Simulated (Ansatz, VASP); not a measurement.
## Two plane-wave programs on Rb

The input INCAR:

```
  ALGO = Normal
  EDIFF = 1E-6
  ENCUT = 520
  GGA = PE
  ISIF = 2
  ISMEAR = -1
  LASPH = T
  LCHARG = F
  LREAL = F
  LWAVE = F
  NBANDS = 10
  NELM = 60
  PREC = Accurate
  SIGMA = 0.1
```

Contents of KPOINTS:

```
k-points
0
Gamma
  9 9 9
```

POSCAR

```
Rb
1.0
    0.0000000000      3.5764619796      3.5764619796
    3.5764619796      0.0000000000      3.5764619796
    3.5764619796      3.5764619796      0.0000000000
Rb
1
Direct
    0.0000000000      0.0000000000      0.0000000000
```

Input for Ansatz:

```yaml
crystal:
  lattice:
    - [0.0, 3.5764619796, 3.5764619796]
    - [3.5764619796, 0.0, 3.5764619796]
    - [3.5764619796, 3.5764619796, 0.0]
  atoms:
    - { symbol: Rb, position: [0.0, 0.0, 0.0] }
hamiltonian:
  xc: pbe
  pseudopotentials:
    kind: paw
    azcp:
      Rb: "pseudopotentials/Rb.paw.azcp"
basis:
  ecutwfc: 420
  fft_grid_basis: typed
kpoints:
  mp_grid: { grid: [9, 9, 9], shift: [0, 0, 0] }
magnetization:
  spin_polarized: false
scf:
  occupations: { method: fermi_dirac, width: 0.1 }
  lower_state_search: "off"
output:
  stress: true
```

Alike in both runs: task single point; functional PBE; k mesh 9 × 9 × 9; occupations fermi-dirac, width 0.1 eV; no spin polarisation.

```csv
,VASP,Ansatz
version,VASP 6.6.1,Ansatz 0.2.0
potentials or method,"VASP PAW PBE potentials, release 64 (Rb_sv), cutoff 520 eV","plane waves (420 eV) with PAW, scalar-relativistic"
valence electrons in the cell,9,9
```

```csv
,VASP,Ansatz,Ansatz less VASP
pressure (GPa),0.0,0.0,0.00
```

With one functional, cell and mesh, what is left measures potentials, basis and numerics.
